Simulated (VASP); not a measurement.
# NaC3 (Cmcm) in VASP: further runs

Runs on NaC3. Level: PBE. Tasks: relaxation of cell and atoms, single point.

Everything below comes from runs of VASP 6.6.1. Logs are shortened: lines on timing, memory, paths and dates and some standing lists are left out, and cuts for length are marked.

## (1) The cell of the first run

It takes space group Cmcm (No. 63, orthorhombic). The conventional cell has a = 5.452 Å, b = 8.149 Å, c = 3.681 Å, α = 90.00°, β = 90.00°, γ = 90.00°. Within 3.2 Å of Na (site symmetry m2m) lie 12 C at 2.42 to 2.75 Å and 2 Na at 2.83 Å. C (site symmetry m2m) has 8 C at 2.27 to 2.49 Å and 4 Na at 2.42 to 2.75 Å within 3.0 Å. C (site symmetry m) has 7 C at 2.27 to 2.49 Å and 4 Na at 2.42 to 2.51 Å within 3.0 Å.

## (2) Relaxation of cell and atoms, PBE

Contents of INCAR:

```
  PREC = Accurate
  ENCUT = 600
  EDIFF = 1E-6
  ISMEAR = 0
  SIGMA = 0.1
  LREAL = F
  LASPH = T
  NELM = 60
  ALGO = Normal
  ISIF = 3
  LWAVE = F
  LCHARG = F
  GGA = PE
  IBRION = 2
  NSW = 90
  EDIFFG = -0.04
```

Contents of KPOINTS:

```
regular mesh
0
Gamma
  4 4 6
```

Contents of POSCAR:

```
NaC3
1.0
    2.7260330444     -4.0746575858      0.0000000000
    2.7260330444      4.0746575858      0.0000000000
    0.0000000000      0.0000000000      3.6805092067
Na C
2 6
Direct
    0.6321000000      0.3679000000      0.2500000000
    0.3679000000      0.6321000000      0.7500000000
    0.1751000000      0.8249000000      0.2500000000
    0.8249000000      0.1751000000      0.7500000000
    0.1179000000      0.3079000000      0.2500000000
    0.8821000000      0.6921000000      0.7500000000
    0.3079000000      0.1179000000      0.7500000000
    0.6921000000      0.8821000000      0.2500000000
```

Potentials or basis: VASP PAW PBE potentials, release 64 (Na_pv, C).

Command:

```sh
> cat potpaw_PBE.64/Na_pv/POTCAR potpaw_PBE.64/C/POTCAR > POTCAR
> mpirun -np 1 vasp_std > vasp.out
```

OUTCAR:

```text
PREC = Accurate
   ENCUT = 600
   EDIFF = 1E-6
   ISMEAR = 0
   LREAL = F
   LASPH = T
   NELM = 60
   ISIF = 3
   GGA = PE
   IBRION = 2
   NSW = 90
   EDIFFG = -0.04

 ion  position               nearest neighbor table
   1  0.632  0.368  0.250-   4 2.42   4 2.42   8 2.42   5 2.42
   2  0.368  0.632  0.750-   3 2.42   3 2.42   6 2.42   7 2.42
   3  0.175  0.825  0.250-   2 2.42   2 2.42
   4  0.825  0.175  0.750-   1 2.42   1 2.42
   5  0.118  0.308  0.250-   1 2.42
   6  0.882  0.692  0.750-   2 2.42
   7  0.308  0.118  0.750-   2 2.42
   8  0.692  0.882  0.250-   1 2.42

  LATTYP: Found a base centered orthorhombic cell.
 ALAT       =     5.4520660888
 B/A-ratio  =     1.4947205406
 C/A-ratio  =     0.6750668731

  Lattice vectors:

 A1 = (   2.7260330444,  -4.0746575858,   0.0000000000)
 A2 = (   2.7260330444,   4.0746575858,   0.0000000000)
 A3 = (   0.0000000000,   0.0000000000,   3.6805092067)

Analysis of symmetry for initial positions (statically):
=====================================================================
 Subroutine PRICEL returns:
 Original cell was already a primitive cell.

 Routine SETGRP: Setting up the symmetry group for a
 base centered orthorhombic supercell.

 Subroutine GETGRP returns: Found  8 space group operations
 (whereof  4 operations were pure point group operations)
 out of a pool of  8 trial point group operations.

The static configuration has the point symmetry C_2h.
 The point group associated with its full space group is D_2h.

Analysis of symmetry for dynamics (positions and initial velocities):
=====================================================================
 Subroutine PRICEL returns:
 Original cell was already a primitive cell.

 Routine SETGRP: Setting up the symmetry group for a
 base centered orthorhombic supercell.

 Subroutine GETGRP returns: Found  8 space group operations
 (whereof  4 operations were pure point group operations)
 out of a pool of  8 trial point group operations.

The dynamic configuration has the point symmetry C_2h.
 The point group associated with its full space group is D_2h.

 Subroutine INISYM returns: Found  8 space group operations
 (whereof  4 operations are pure point group operations),
 and found     1 'primitive' translations

----------------------------------------------------------------------------------------

                                     Primitive cell

  volume of cell :      81.7636

  direct lattice vectors                    reciprocal lattice vectors
     2.726033044 -4.074657586  0.000000000     0.183416705 -0.122709698  0.000000000
     2.726033044  4.074657586  0.000000000     0.183416705  0.122709698  0.000000000
     0.000000000  0.000000000  3.680509207     0.000000000  0.000000000  0.271701535

  length of vectors
     4.902457608  4.902457608  3.680509207     0.220679310  0.220679310  0.271701535

  position of ions in fractional coordinates (direct lattice)
     0.632100000  0.367900000  0.250000000
     0.367900000  0.632100000  0.750000000
     0.175100000  0.824900000  0.250000000
     0.824900000  0.175100000  0.750000000
     0.117900000  0.307900000  0.250000000
     0.882100000  0.692100000  0.750000000
     0.307900000  0.117900000  0.750000000
     0.692100000  0.882100000  0.250000000

  ion indices of the primitive-cell ions
   primitive index   ion index
                 1           1
                 2           2
                 3           3
                 4           4
                 5           5
                 6           6
                 7           7
                 8           8

----------------------------------------------------------------------------------------

 KPOINTS: regular mesh

Automatic generation of k-mesh.
 Grid dimensions read from file:
 generate k-points for:    4    4    6

 Generating k-lattice:

  Cartesian coordinates                     Fractional coordinates (reciprocal lattice)
     0.045854176 -0.030677424  0.000000000     0.250000000 -0.000000000  0.000000000
     0.045854176  0.030677424  0.000000000    -0.000000000  0.250000000  0.000000000
     0.000000000  0.000000000  0.045283589     0.000000000  0.000000000  0.166666667

  Length of vectors
     0.055169827  0.055169827  0.045283589

  Shift w.r.t. Gamma in fractional coordinates (k-lattice)
     0.000000000  0.000000000  0.000000000

 Subroutine IBZKPT returns following result:
 ===========================================

 Found     28 irreducible k-points:

 Following reciprocal coordinates:
            Coordinates               Weight
  0.000000  0.000000  0.000000      1.000000
  0.250000  0.000000  0.000000      4.000000
  0.500000  0.000000  0.000000      2.000000
  0.250000  0.250000  0.000000      2.000000
  0.500000  0.250000  0.000000      4.000000
 -0.250000  0.250000  0.000000      2.000000
[... 16 lines left out ...]
  0.250000  0.000000  0.500000      4.000000
  0.500000  0.000000  0.500000      2.000000
 [... further k-points ...]
   k-points           NKPTS =     28   k-points in BZ     NKDIM =     28   number of bands    NBANDS=     24
   number of dos      NEDOS =    301   number of ions     NIONS =      8
   total plane-waves  NPLWV =  48000
   dimension x,y,z NGX =    40 NGY =   40 NGZ =   30
   dimension x,y,z NGXF=    80 NGYF=   80 NGZF=   60
   ions per type =               2   6
   NGX,Y,Z   is equivalent  to a cutoff of  13.56, 13.56, 13.55 a.u.
   NGXF,Y,Z  is equivalent  to a cutoff of  27.13, 27.13, 27.10 a.u.
 SYSTEM =  unknown system
   PREC   = accura    normal or accurate (medium, high low for compatibility)
   ISTART =      0    job   : 0-new  1-cont  2-samecut
   ICHARG =      2    charge: 1-file 2-atom 10-const
   ISPIN  =      1    spin polarized calculation?
   LNONCOLLINEAR =      F non collinear calculations
   LSORBIT =      F    spin-orbit coupling
   LASPH  =      T    aspherical Exc in radial PAW
   ENCUT  =  600.0 eV  44.10 Ry    6.64 a.u.   9.79  9.79  7.35*2*pi/ulx,y,z
   NELM   =     60;   NELMIN=  2; NELMDL= -5     # of ELM steps
   EDIFF  = 0.1E-05   stopping-criterion for ELM
   LREAL  =      F    real-space projection
   EDIFFG = -.4E-01   stopping-criterion for IOM
   NSW    =     90    number of steps for IOM
   IBRION =      2    ionic relax: 0-MD 1-quasi-New 2-CG
   NFREE  =      1    steps in history (QN), initial steepest desc. (CG)
   ISIF   =      3    stress and relaxation
   ISYM   =      2    0-nonsym 1-usesym 2-fastsym
   POTIM  = 0.5000    time-step for ionic-motion
   TEBEG  =    0.0;   TEEND  =   0.0 temperature during run
   PSTRESS=    0.0 pullay stress
   NELECT =      38.0000    total number of electrons
   NUPDOWN=      -1.0000    fix difference up-down
   EMIN   =  10.00;   EMAX   =-10.00  energy-range for DOS
   EFERMI =   0.00;   METHOD = LEGACY
   ISMEAR =     0;   SIGMA  =   0.10  broadening in eV -4-tet -1-fermi 0-gaus
   EFERMI_NEDOS =   21; number of points for ismear=-14 and -15
   IALGO  =     38    algorithm
   IMIX   =      4    mixing-type and parameters
     AMIX     =   0.40;   BMIX     =  1.00
     AMIX_MAG =   1.60;   BMIX_MAG =  1.00
  volume/ion in A,a.u.               =      10.22        68.97
  Fermi-wavevector in a.u.,A,eV,Ry     =   1.268088  2.396338 21.878802  1.608047
  Thomas-Fermi vector in A             =   2.401201
   LORBIT       =      0    0 simple, 1 ext, 2 COOP (PROOUT), +10 PAW based schemes
   GGA     = PE    functional components
   LHFCALC =     F    Hartree Fock is set to
   AEXX    =    0.0000 exact exchange contribution
   IVDW    =     0    specifies the selected vdW correction
   LEPSILON=     F    determine dielectric tensor
   LRPA    =     F    only Hartree local field effects (RPA)
 conjugate gradient relaxation of ions
 non-spin polarized calculation
 Gauss-broadening in eV      SIGMA  =   0.10
  energy-cutoff  :      600.00
  volume of cell :       81.76
 maximum number of plane-waves:      2746
   NGX = 19   NGY = 19   NGZ = 15

--------------------------------------- Ionic step        1  -------------------------------------------

 number of electron      37.9999992 magnetization

 Free energy of the ion-electron system (eV)
  ---------------------------------------------------
  ext. energy  EPLUGINS =         0.00000000
  ---------------------------------------------------
  free energy    TOTEN  =       -32.26760987 eV

  energy without entropy =      -32.24998194  energy(sigma->0) =      -32.25879591

------------------------ aborting loop because EDIFF is reached ----------------------------------------

  FORCE on cell =-STRESS in cart. coord.  units (eV):
  Direction    XX          YY          ZZ          XY          YZ          ZX
  --------------------------------------------------------------------------------------
  -------------------------------------------------------------------------------------
  Total       -6.4653087     -0.9068634     -9.0680501      0.0000000      0.0000000      0.0000000
  in kB     -126.6892343    -17.7702005   -177.6905601      0.0000000      0.0000000      0.0000000
  external PRESSURE =    -107.3833317 kB  Pullay stress =       0.0000000 kB
[... 1422 lines left out ...]
     23       7.1678      0.00000
     24       7.1678      0.00000

 [... further k-points ...]

[... ionic steps 4 to 65 ...]

--------------------------------------- Ionic step       66  -------------------------------------------

 number of electron      38.0000006 magnetization

------------------------ aborting loop because EDIFF is reached ----------------------------------------

  FORCE on cell =-STRESS in cart. coord.  units (eV):
  Direction    XX          YY          ZZ          XY          YZ          ZX
  --------------------------------------------------------------------------------------
  -------------------------------------------------------------------------------------
  Total       -0.2663879     -0.1846374     -0.1003619      0.0000000      0.0000000      0.0000000
  in kB       -4.3675180     -3.0271922     -1.6454674      0.0000000      0.0000000      0.0000000
  external PRESSURE =      -3.0133925 kB  Pullay stress =       0.0000000 kB
[... 69 lines left out ...]
  energy  without entropy=      -44.0441305031  energy(sigma->0) =      -44.04550216

--------------------------------------- Ionic step       68  -------------------------------------------

 number of electron      38.0000008 magnetization

 Free energy of the ion-electron system (eV)
  ---------------------------------------------------
  ext. energy  EPLUGINS =         0.00000000
  ---------------------------------------------------
  free energy    TOTEN  =       -44.04734820 eV

  energy without entropy =      -44.04459070  energy(sigma->0) =      -44.04596945

 E-fermi :   2.2518     XC(G=0):  -9.3024

 val. band max:        2.1346573082   @ k =   0.0000   0.0000   0.1667
 cond. band min:       2.2805809058   @ k =   0.5000   0.5000   0.1667
 fundamental gap:      0.1459235976
 Fermi energy:         2.2517577104

 k-point     1 :       0.0000    0.0000    0.0000
  band No.  band energies     occupation
      1     -20.6237      2.00000
      2     -20.5949      2.00000
      3     -20.5710      2.00000
      4     -20.5606      2.00000
      5     -20.5473      2.00000
      6     -20.5355      2.00000
[... 674 lines left out ...]
  FREE ENERGIE OF THE ION-ELECTRON SYSTEM (eV)
  ---------------------------------------------------
  free  energy   TOTEN  =       -44.0473481985 eV

  energy  without entropy=      -44.0445907007  energy(sigma->0) =      -44.04596945

 reached required accuracy - stopping structural energy minimisation
```

Run time: 35 min. Hardware: 1 thread of Intel Xeon Platinum 8488C (Sapphire Rapids), shared host; peak memory 0.23 GiB.

What came out:

```
Free energy                           : -44.0473 eV
Relaxed volume                        : 12.20 Å³/atom
Relaxed cell                          : a = 5.738 Å, b = 5.738 Å, c = 3.667 Å, α = 90.00°, β = 90.00°, γ = 126.09°
Space group after relaxing (to 0.1 Å) : Cmcm (No. 63)
Pressure after relaxing               : -0.1 GPa
Largest force after relaxing          : 0.032 eV/Å
Band gap on the k mesh                : zero (bands 19 and 20 overlap by 2.08 eV)
```

Forces on the atoms (eV/Å):
```
Na   0.000 -0.016  0.000
Na   0.000  0.016  0.000
C    0.000  0.032  0.000
C    0.000 -0.032  0.000
C   -0.017 -0.016  0.000
C    0.017  0.016  0.000
C   -0.017  0.016  0.000
C    0.017 -0.016  0.000
```

Stress tensor (GPa, compression positive):
```
-0.09  0.00  0.00
 0.00  0.02  0.00
 0.00  0.00 -0.10
```

Final structure:
```
CELL_PARAMETERS angstrom
2.60123 -5.11467 0.00000
2.60123 5.11467 0.00000
0.00000 0.00000 3.66676
ATOMIC_POSITIONS crystal
Na 0.64891 0.35109 0.25000
Na 0.35109 0.64891 0.75000
C 0.03776 0.96224 0.25000
C 0.96224 0.03776 0.75000
C 0.03855 0.23548 0.25000
C 0.96145 0.76452 0.75000
C 0.23548 0.03855 0.75000
C 0.76452 0.96145 0.25000
```

Levels at points of the mesh, in eV from the Fermi level:
| k point | band 15 | band 16 | band 17 | band 18 | band 19 | band 20 | band 21 | band 22 | band 23 | band 24 |
| --- | --- | --- | --- | --- | --- | --- | --- | --- | --- | --- |
| (0.00, 0.00, 0.00) | -2.80 | -1.79 | -1.45 | -1.42 | -1.09 | 0.16 | 1.94 | 3.96 | 4.47 | 5.46 |
| (0.50, 0.00, 0.00) | -2.85 | -1.97 | -1.09 | -0.98 | -0.90 | -0.66 | 1.75 | 4.00 | 4.53 | 4.81 |
| (0.50, 0.50, 0.00) | -2.90 | -2.51 | -1.67 | -1.26 | -0.75 | -0.71 | 1.80 | 4.22 | 4.92 | 5.48 |
| (0.00, 0.00, 0.50) | -2.12 | -2.12 | -1.72 | -1.72 | 1.19 | 1.19 | 3.89 | 3.89 | 4.18 | 4.18 |
| (0.50, 0.00, 0.50) | -1.83 | -1.83 | -1.55 | -1.55 | 1.25 | 1.25 | 2.90 | 2.90 | 4.40 | 4.40 |
| (0.50, 0.50, 0.50) | -2.30 | -2.30 | -1.38 | -1.38 | 1.25 | 1.25 | 3.06 | 3.06 | 3.44 | 3.44 |

Caveat: the volume moved by over 15 % at a fixed basis, so the end points are rough.

(Continued in part 2 of 2.)

The gap in the log of VASP goes by the Fermi energy; the results here count the filled bands.